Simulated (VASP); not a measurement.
# Tl (P6_3/mmc) in VASP: notebook

Tl is run at these levels: PBE; tasks: relaxation of shape and atoms at fixed volume, single point.

Everything below comes from runs of VASP 6.6.1. Logs are shortened: lines on timing, memory, paths and dates and some standing lists are left out, and cuts for length are marked.

### 1 The cell of the first run

Symmetry: P6_3/mmc, No. 194, hexagonal system. Conventional cell: a = 3.333 Å, b = 3.333 Å, c = 5.237 Å, α = 90.00°, β = 90.00°, γ = 120.00°. Tl (site symmetry -6m2) has 12 Tl at 3.25 to 3.33 Å within 4.3 Å.

### 2 Relaxation of shape and atoms at fixed volume, PBE

Input file INCAR:

```
ALGO = Normal
EDIFF = 1E-6
EDIFFG = -0.005
ENCUT = 600
GGA = PE
IBRION = 2
ISIF = 4
ISMEAR = -1
LASPH = T
LCHARG = F
LREAL = F
LWAVE = F
NELM = 60
NSW = 50
PREC = Accurate
SIGMA = 0.1
```

Input file KPOINTS:

```
k-points
0
Gamma
  14 14 8
```

Input file POSCAR:

```
Tl
1.0
    3.3325424567      0.0000000000      0.0000000000
   -1.6662712283      2.8860664267      0.0000000000
    0.0000000000      0.0000000000      5.2368898444
Tl
2
Direct
    0.3333333333      0.6666666667      0.2500000000
    0.6666666667      0.3333333333      0.7500000000
```

Potentials or basis: VASP PAW PBE potentials, release 64 (Tl_d).

Started as:

```sh
> cat potpaw_PBE.64/Tl_d/POTCAR > POTCAR
> mpirun -np 1 vasp_std > vasp.out
```

OUTCAR:

```text
EDIFF = 1E-6
   EDIFFG = -0.005
   ENCUT = 600
   GGA = PE
   IBRION = 2
   ISIF = 4
   ISMEAR = -1
   LASPH = T
   LREAL = F
   NELM = 60
   NSW = 50
   PREC = Accurate

 ion  position               nearest neighbor table
   1  0.333  0.667  0.250-   2 3.25   2 3.25   2 3.25   2 3.25   2 3.25   2 3.25
   2  0.667  0.333  0.750-   1 3.25   1 3.25   1 3.25   1 3.25   1 3.25   1 3.25

  LATTYP: Found a hexagonal cell.
 ALAT       =     3.3325424567
 C/A-ratio  =     1.5714397978

  Lattice vectors:

 A1 = (   3.3325424567,   0.0000000000,   0.0000000000)
 A2 = (  -1.6662712283,   2.8860664267,   0.0000000000)
 A3 = (   0.0000000000,   0.0000000000,   5.2368898444)

Analysis of symmetry for initial positions (statically):
=====================================================================
 Subroutine PRICEL returns:
 Original cell was already a primitive cell.

 Routine SETGRP: Setting up the symmetry group for a
 hexagonal supercell.

 Subroutine GETGRP returns: Found 24 space group operations
 (whereof 12 operations were pure point group operations)
 out of a pool of 24 trial point group operations.

The static configuration has the point symmetry D_3d.
 The point group associated with its full space group is D_6h.

Analysis of symmetry for dynamics (positions and initial velocities):
=====================================================================
 Subroutine PRICEL returns:
 Original cell was already a primitive cell.

 Routine SETGRP: Setting up the symmetry group for a
 hexagonal supercell.

 Subroutine GETGRP returns: Found 24 space group operations
 (whereof 12 operations were pure point group operations)
 out of a pool of 24 trial point group operations.

The dynamic configuration has the point symmetry D_3d.
 The point group associated with its full space group is D_6h.

 Subroutine INISYM returns: Found 24 space group operations
 (whereof 12 operations are pure point group operations),
 and found     1 'primitive' translations

----------------------------------------------------------------------------------------

                                     Primitive cell

  volume of cell :      50.3681

  direct lattice vectors                    reciprocal lattice vectors
     3.332542457  0.000000000  0.000000000     0.300071196  0.173246186  0.000000000
    -1.666271228  2.886066427  0.000000000     0.000000000  0.346492371  0.000000000
     0.000000000  0.000000000  5.236889844     0.000000000  0.000000000  0.190953033

  length of vectors
     3.332542457  3.332542457  5.236889844     0.346492371  0.346492371  0.190953033

  position of ions in fractional coordinates (direct lattice)
     0.333333333  0.666666667  0.250000000
     0.666666667  0.333333333  0.750000000

  ion indices of the primitive-cell ions
   primitive index   ion index
                 1           1
                 2           2

----------------------------------------------------------------------------------------

 KPOINTS: k-points

Automatic generation of k-mesh.
 Grid dimensions read from file:
 generate k-points for:   14   14    8

 Generating k-lattice:

  Cartesian coordinates                     Fractional coordinates (reciprocal lattice)
     0.021433657  0.012374728  0.000000000     0.071428571  0.000000000  0.000000000
     0.000000000  0.024749455  0.000000000     0.000000000  0.071428571  0.000000000
     0.000000000  0.000000000  0.023869129     0.000000000  0.000000000  0.125000000

  Length of vectors
     0.024749455  0.024749455  0.023869129

  Shift w.r.t. Gamma in fractional coordinates (k-lattice)
     0.000000000  0.000000000  0.000000000

 Subroutine IBZKPT returns following result:
 ===========================================

 Found    120 irreducible k-points:

 Following reciprocal coordinates:
            Coordinates               Weight
  0.000000  0.000000  0.000000      1.000000
  0.071429 -0.000000  0.000000      6.000000
  0.142857 -0.000000  0.000000      6.000000
  0.214286 -0.000000  0.000000      6.000000
  0.285714 -0.000000  0.000000      6.000000
  0.357143 -0.000000  0.000000      6.000000
[... 16 lines left out ...]
  0.285714  0.285714  0.000000      6.000000
  0.357143  0.285714  0.000000      6.000000
 [... further k-points ...]
   k-points           NKPTS =    120   k-points in BZ     NKDIM =    120   number of bands    NBANDS=     17
   number of dos      NEDOS =    301   number of ions     NIONS =      2
   total plane-waves  NPLWV =  32928
   dimension x,y,z NGX =    28 NGY =   28 NGZ =   42
   dimension x,y,z NGXF=    56 NGYF=   56 NGZF=   84
   ions per type =               2
   NGX,Y,Z   is equivalent  to a cutoff of  13.97, 13.97, 13.33 a.u.
   NGXF,Y,Z  is equivalent  to a cutoff of  27.94, 27.94, 26.67 a.u.
 SYSTEM =  unknown system
   PREC   = accura    normal or accurate (medium, high low for compatibility)
   ISTART =      0    job   : 0-new  1-cont  2-samecut
   ICHARG =      2    charge: 1-file 2-atom 10-const
   ISPIN  =      1    spin polarized calculation?
   LNONCOLLINEAR =      F non collinear calculations
   LSORBIT =      F    spin-orbit coupling
   LASPH  =      T    aspherical Exc in radial PAW
   ENCUT  =  600.0 eV  44.10 Ry    6.64 a.u.   6.66  6.66 10.46*2*pi/ulx,y,z
   NELM   =     60;   NELMIN=  2; NELMDL= -5     # of ELM steps
   EDIFF  = 0.1E-05   stopping-criterion for ELM
   LREAL  =      F    real-space projection
   EDIFFG = -.5E-02   stopping-criterion for IOM
   NSW    =     50    number of steps for IOM
   IBRION =      2    ionic relax: 0-MD 1-quasi-New 2-CG
   NFREE  =      1    steps in history (QN), initial steepest desc. (CG)
   ISIF   =      4    stress and relaxation
   ISYM   =      2    0-nonsym 1-usesym 2-fastsym
   POTIM  = 0.5000    time-step for ionic-motion
   TEBEG  =    0.0;   TEEND  =   0.0 temperature during run
   PSTRESS=    0.0 pullay stress
   NELECT =      26.0000    total number of electrons
   NUPDOWN=      -1.0000    fix difference up-down
   EMIN   =  10.00;   EMAX   =-10.00  energy-range for DOS
   EFERMI =   0.00;   METHOD = LEGACY
   ISMEAR =    -1;   SIGMA  =   0.10  broadening in eV -4-tet -1-fermi 0-gaus
   EFERMI_NEDOS =   21; number of points for ismear=-14 and -15
   IALGO  =     38    algorithm
   IMIX   =      4    mixing-type and parameters
     AMIX     =   0.40;   BMIX     =  1.00
     AMIX_MAG =   1.60;   BMIX_MAG =  1.00
  volume/ion in A,a.u.               =      25.18       169.95
  Fermi-wavevector in a.u.,A,eV,Ry     =   1.313250  2.481683 23.464961  1.724626
  Thomas-Fermi vector in A             =   2.443586
   LORBIT       =      0    0 simple, 1 ext, 2 COOP (PROOUT), +10 PAW based schemes
   GGA     = PE    functional components
   LHFCALC =     F    Hartree Fock is set to
   AEXX    =    0.0000 exact exchange contribution
   IVDW    =     0    specifies the selected vdW correction
   LEPSILON=     F    determine dielectric tensor
   LRPA    =     F    only Hartree local field effects (RPA)
 conjugate gradient relaxation of ions
 non-spin polarized calculation
  energy-cutoff  :      600.00
  volume of cell :       50.37
 maximum number of plane-waves:      1713
 NGX is ok and might be reduce to    28
   NGX = 13   NGY = 13   NGZ = 21

--------------------------------------- Ionic step        1  -------------------------------------------

 number of electron      26.0000000 magnetization

 Free energy of the ion-electron system (eV)
  ---------------------------------------------------
  ext. energy  EPLUGINS =         0.00000000
  ---------------------------------------------------
  free energy    TOTEN  =        -4.12973207 eV

  energy without entropy =       -4.10109215  energy(sigma->0) =       -4.11541211

------------------------ aborting loop because EDIFF is reached ----------------------------------------

  FORCE on cell =-STRESS in cart. coord.  units (eV):
  Direction    XX          YY          ZZ          XY          YZ          ZX
  --------------------------------------------------------------------------------------
  -------------------------------------------------------------------------------------
  Total        3.2495495      3.2495495      3.6194378      0.0000000      0.0000000      0.0000000
  in kB      103.3661356    103.3661356    115.1320531      0.0000000      0.0000000      0.0000000
  external PRESSURE =     107.2881081 kB  Pullay stress =       0.0000000 kB

 VOLUME and BASIS-vectors are now :
 -----------------------------------------------------------------------------
  energy-cutoff  :      600.00
  volume of cell :       50.37
      direct lattice vectors                 reciprocal lattice vectors
     3.332542457  0.000000000  0.000000000     0.300071196  0.173246186  0.000000000
    -1.666271228  2.886066427  0.000000000     0.000000000  0.346492371  0.000000000
     0.000000000  0.000000000  5.236889844     0.000000000  0.000000000  0.190953033
[... 37 lines left out ...]
 POSITION                                       TOTAL-FORCE (eV/Angst)
 -----------------------------------------------------------------------------------
     -0.00000      1.91834      1.31702        -0.000000      0.000000     -0.000000
      1.66133      0.95917      3.95106         0.000000     -0.000000      0.000000
 -----------------------------------------------------------------------------------
    total drift:                               -0.000000      0.000000      0.000000

  FREE ENERGIE OF THE ION-ELECTRON SYSTEM (eV)
  ---------------------------------------------------
  free  energy   TOTEN  =        -4.1317670392 eV

  energy  without entropy=       -4.1035085420  energy(sigma->0) =       -4.11763779

--------------------------------------- Ionic step        3  -------------------------------------------

 number of electron      26.0000002 magnetization

 Free energy of the ion-electron system (eV)
  ---------------------------------------------------
  ext. energy  EPLUGINS =         0.00000000
  ---------------------------------------------------
  free energy    TOTEN  =        -4.13477954 eV

  energy without entropy =       -4.10751087  energy(sigma->0) =       -4.12114521

 E-fermi :   8.0866     XC(G=0): -10.8439

 val. band max:        8.0743708231   @ k =   0.4286  -0.0000   0.2500
 cond. band min:       8.1011036113   @ k =   0.2857   0.1429   0.0000
 fundamental gap:      0.0267327882
 Fermi energy:         8.0865807918

 k-point     1 :       0.0000    0.0000    0.0000
  band No.  band energies     occupation
      1      -4.1569      2.00000
      2      -3.8049      2.00000
      3      -3.7571      2.00000
      4      -3.7571      2.00000
      5      -3.6853      2.00000
      6      -3.6853      2.00000
[... 9 lines left out ...]
     16      18.6656      0.00000
     17      19.4365      0.00000
[... 441 lines left out ...]
 k-point    24 :       0.3571    0.2857    0.0000
  band No.  band energies     occupation
      1      -4.1115      2.00000
      2      -3.8574      2.00000
      3      -3.7796      2.00000
      4      -3.7122      2.00000
      5      -3.6483      2.00000
      6      -3.5795      2.00000
[... 9 lines left out ...]
     16      10.8870      0.00000
     17      11.4832      0.00000

 [... further k-points ...]

------------------------ aborting loop because EDIFF is reached ----------------------------------------

  FORCE on cell =-STRESS in cart. coord.  units (eV):
  Direction    XX          YY          ZZ          XY          YZ          ZX
  --------------------------------------------------------------------------------------
  -------------------------------------------------------------------------------------
  Total        3.3335062      3.3335062      3.3438358      0.0000000     -0.0000000      0.0000000
  in kB      106.0367468    106.0367468    106.3653243      0.0000000     -0.0000000      0.0000000
  external PRESSURE =     106.1462727 kB  Pullay stress =       0.0000000 kB

 VOLUME and BASIS-vectors are now :
 -----------------------------------------------------------------------------
  energy-cutoff  :      600.00
  volume of cell :       50.37
      direct lattice vectors                 reciprocal lattice vectors
     3.293360099  0.000000000  0.000000000     0.303641257  0.175307361 -0.000000000
    -1.646680050  2.852133510 -0.000000000    -0.000000000  0.350614723 -0.000000000
     0.000000000  0.000000000  5.362241653    -0.000000000  0.000000000  0.186489171

 POSITION                                       TOTAL-FORCE (eV/Angst)
 -----------------------------------------------------------------------------------
     -0.00000      1.90142      1.34056         0.000000      0.000000     -0.000000
      1.64668      0.95071      4.02168        -0.000000     -0.000000      0.000000
 -----------------------------------------------------------------------------------
    total drift:                               -0.000000      0.000000      0.000000

  FREE ENERGIE OF THE ION-ELECTRON SYSTEM (eV)
  ---------------------------------------------------
  free  energy   TOTEN  =        -4.1347795411 eV

  energy  without entropy=       -4.1075108724  energy(sigma->0) =       -4.12114521

 reached required accuracy - stopping structural energy minimisation
```

Run time: 3.5 min. Hardware: 1 thread of Intel Xeon 8259CL, shared host; peak memory 0.26 GiB.

Results:

- Free energy: -4.1348 eV
- Energy gained by relaxing: 2.5 meV/atom
- Ionic steps: 3
- Pressure after relaxing: 10.6 GPa
- Band gap on the k mesh: zero (bands 13 and 14 overlap by 6.53 eV)

Step by step:
| step | energy change (eV) | largest force (eV/Å) | pressure (GPa) | volume (Å³) |
| --- | --- | --- | --- | --- |
| 1 | 0.0000 | 0.0000 | 10.73 | 50.37 |
| 2 | -0.0020 | 0.0000 | 10.70 | 50.37 |
| 3 | -0.0050 | 0.0000 | 10.61 | 50.37 |

Final structure:
```yaml
crystal:
  lattice:
    - [3.29336, 0.00000, 0.00000]
    - [-1.64668, 2.85213, 0.00000]
    - [0.00000, 0.00000, 5.36224]
  atoms:
    - { symbol: Tl, position: [0.33333, 0.66667, 0.25000] }
    - { symbol: Tl, position: [0.66667, 0.33333, 0.75000] }
```

Caveat: spin-orbit coupling is left out, which moves the levels of the heavy elements.

(Part 1 of 2 ends here.)

The gap in the log of VASP goes by the Fermi energy; the results here count the filled bands.